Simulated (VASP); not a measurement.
Write the native input for VASP 6.6.1 that does the following.

| Property | Result |
| --- | --- |
| Task | single point |
| Functional | LDA |
| Potentials or basis | VASP PAW LDA potentials, release 64 (B, N) |
| Cutoff | 600 eV |
| k mesh | 12 × 12 × 12 |
| Occupations | gaussian, width 0.05 eV |
| Spin | no spin polarisation |
| Dipole correction | no |
| Further INCAR settings | ALGO = Normal; EDIFF = 1e-06; NBANDS = 11 |

The structure of BN lies in POSCAR:

```
BN
1.0
    1.1510320406      0.6645486584      3.2380170272
   -1.1510320406      0.6645486584      3.2380170272
    0.0000000000     -1.3290973169      3.2380170272
B N
1 1
Direct
    0.9996712000      0.9996712000      0.9996712000
    0.3327618000      0.3327618000      0.3327618000
```

This cell differs from its parent crystal: strain -0.080 along x and y, -0.040 along z.

One way to write it, as run:

INCAR

```
PREC     = Accurate       # precision mode
ENCUT    = 600            # plane-wave cutoff, eV
EDIFF    = 1E-6           # SCF threshold, eV
ISMEAR   = 0              # smearing method
SIGMA    = 0.05           # smearing width, eV
LREAL    = False          # projectors in reciprocal space
LASPH    = True           # aspherical terms in the spheres
NELM     = 120            # most SCF steps
ALGO     = Normal         # electronic algorithm
ISIF     = 2              # what is computed and relaxed
LWAVE    = False          # write WAVECAR
LCHARG   = True           # write CHGCAR
GGA      = CA             # functional
LELF     = True           # ELF
LVHAR    = True         
NBANDS   = 11             # bands
GGA_COMPAT= False
```

KPOINTS

```
regular mesh
0
Gamma
  12 12 12
```

Potentials or basis: VASP PAW LDA potentials, release 64 (B, N).

Run with:

```sh
$ cat potpaw_LDA.64/B/POTCAR potpaw_LDA.64/N/POTCAR > POTCAR
$ mpirun -np 1 vasp_std > vasp.out
```

It gave:

The pressure is 82.9 GPa. The largest force is 0.004 eV/Å. The band gap on the k mesh is 4.41 eV, indirect (least direct gap 5.14 eV).

Caveat: the cell differs from its parent crystal (strain -0.080 along x and y, -0.040 along z).

Run time: 78 s on 1 thread of Intel(R) Xeon(R) Platinum 8375C CPU @ 2.90GHz (Ice Lake), with other jobs on the host, peak memory 0.16 GiB.
